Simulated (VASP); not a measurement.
Write the native input for VASP 6.6.1 that does the following.

```yaml
Task: single point
Functional: PBE
Potentials_or_basis: VASP PAW PBE potentials, release 64 (Na_pv, Ca_sv, I)
Cutoff: 520 eV
k_mesh: 4 × 4 × 4
Occupations: gaussian, width 0.01 eV
Spin: no spin polarisation
Dipole_correction: no
Further_INCAR_settings: ALGO = Normal; EDIFF = 1e-06; NBANDS = 27
```

The structure of NaCaI3 lies in POSCAR:

```
NaCaI3
1.0
    6.0194706507      0.0000000000      0.0000000000
    0.0000000000      6.0194706507      0.0000000000
    0.0000000000      0.0000000000      6.0194706507
Na Ca I
1 1 3
Direct
    0.0000000000      0.0000000000      0.0000000000
    0.5000000000      0.5000000000      0.5000000000
    0.5000000000      0.5000000000      0.0000000000
    0.5000000000      0.0000000000      0.5000000000
    0.0000000000      0.5000000000      0.5000000000
```

One way to write it, as run:

INCAR

```
  PREC = Accurate
  ENCUT = 520
  EDIFF = 1E-6
  ISMEAR = 0
  SIGMA = 0.01
  LREAL = False
  LASPH = True
  NELM = 100
  ALGO = Normal
  ISIF = 2
  LWAVE = False
  LCHARG = False
  GGA = PE
  NBANDS = 27
```

KPOINTS

```
regular mesh
0
Gamma
  4 4 4
```

Potentials or basis: VASP PAW PBE potentials, release 64 (Na_pv, Ca_sv, I).

The run is started by

```sh
$ cat potpaw_PBE.64/Na_pv/POTCAR potpaw_PBE.64/Ca_sv/POTCAR potpaw_PBE.64/I/POTCAR > POTCAR
$ mpirun -np 1 vasp_std > vasp.out
```

Results of the run:

| Property | Result |
| --- | --- |
| Pressure | 1.2 GPa |
| Band gap on the k mesh | 2.38 eV (least direct gap 2.71 eV) |

Caveat: spin-orbit coupling is left out, which moves the levels of the heavy elements.

It took 36 s on 1 thread of Intel(R) Xeon(R) 6975P-C (Granite Rapids), with other jobs on the host, peak memory 0.34 GiB.
